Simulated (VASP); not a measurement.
Write the native input for VASP 6.6.1 that does the following.

```
Task                               : single point
Functional                         : HSE06
Potentials or basis                : VASP PAW PBE potentials, release 64 (Al)
Cutoff                             : 520 eV
k mesh                             : 6 × 6 × 6
Occupations                        : fermi-dirac, width 0.05 eV
Spin                               : no spin polarisation
Dipole correction                  : no
Grid for exact exchange (PRECFOCK) : Normal
Further INCAR settings             : ALGO = Normal; EDIFF = 1e-06; NBANDS = 8
Share of exact exchange            : 0.25
Screening parameter                : 0.2079 1/Å
```

The system is Al.

```
CELL_PARAMETERS angstrom
0.00000 2.05145 2.05145
2.05145 0.00000 2.05145
2.05145 2.05145 0.00000
ATOMIC_POSITIONS crystal
Al 0.00000 0.00000 0.00000
```

These files were run (other wordings do the same):

POSCAR

```
Al
1.0
    0.0000000000      2.0514502267      2.0514502267
    2.0514502267      0.0000000000      2.0514502267
    2.0514502267      2.0514502267      0.0000000000
Al
1
Direct
    0.0000000000      0.0000000000      0.0000000000
```

INCAR.step1

```
PREC = Accurate
ENCUT = 520
EDIFF = 1E-5
ISMEAR = -1
SIGMA = 0.05
LREAL = F
LASPH = T
NELM = 80
ALGO = Normal
ISIF = 2
LWAVE = T
LCHARG = F
GGA = PE
NBANDS = 8
```

INCAR.step2

```
PREC = Accurate
ENCUT = 520
EDIFF = 1E-6
ISMEAR = -1
SIGMA = 0.05
LREAL = F
LASPH = T
NELM = 80
ALGO = Normal
ISIF = 2
LWAVE = F
LCHARG = F
GGA = PE
LHFCALC = T
HFSCREEN = 0.2079
PRECFOCK = Normal
ISTART = 1
NBANDS = 8
```

KPOINTS

```
regular mesh
0
Gamma
  6 6 6
```

Potentials or basis: VASP PAW PBE potentials, release 64 (Al).

Run with:

```bash
$ cat potpaw_PBE.64/Al/POTCAR > POTCAR
$ cp INCAR.step1 INCAR
$ mpirun -np 1 vasp_std > vasp.out
$ cp INCAR.step2 INCAR
$ mpirun -np 1 vasp_std > vasp.out
```

It gave:

| Item | Value |
| --- | --- |
| Pressure | -3.7 GPa |
| Band gap on the k mesh | zero (an odd number of electrons rules out a gap without spin polarisation) |

Caveat: the k points lie up to 0.44 Å⁻¹ apart, too coarse for converged energies and pressures of a metal; the PAW data sets were made with another functional, which shifts forces and pressure a little.

Wall time 3 min on 1 thread of Intel Xeon 8259CL, on a shared host, peak memory 0.23 GiB.
